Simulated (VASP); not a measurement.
Here is a VASP 6.6.1 calculation.

The input INCAR:

```
SYSTEM = Cd
ALGO = Normal
EDIFF = 1E-6
ENCUT = 630
GGA = PE
GGA_COMPAT = .FALSE.
ISIF = 2
ISMEAR = -1
LASPH = .TRUE.
LCHARG = .FALSE.
LREAL = .FALSE.
LWAVE = .FALSE.
NBANDS = 16
NELM = 120
PREC = Accurate
SIGMA = 0.1
```

File KPOINTS:

```
k-points
0
G
  14 14 13
  0 0 0
```

The input POSCAR:

```
Cd
1.0
    2.4894060445      0.0000000000      0.0000000000
   -1.2447030223      2.1558888749      0.0000000000
    0.0000000000      0.0000000000      2.4465444910
Cd
1
Direct
    0.0000000000      0.0000000000      0.0000000000
```

Potentials or basis: VASP PAW PBE potentials, release 64 (Cd_sv_GW).

Command:

```sh
$ cat potpaw_PBE.64/Cd_sv_GW/POTCAR > POTCAR
$ mpirun -np 1 vasp_std > vasp.out
```

(1) What does it give for the pressure?

(2) Predict the band gap on the k mesh.

Answers

(1) 138.6 GPa.

(2) zero (bands 10 and 11 overlap by 6.20 eV).

Caveat: the cell stands under pressure.
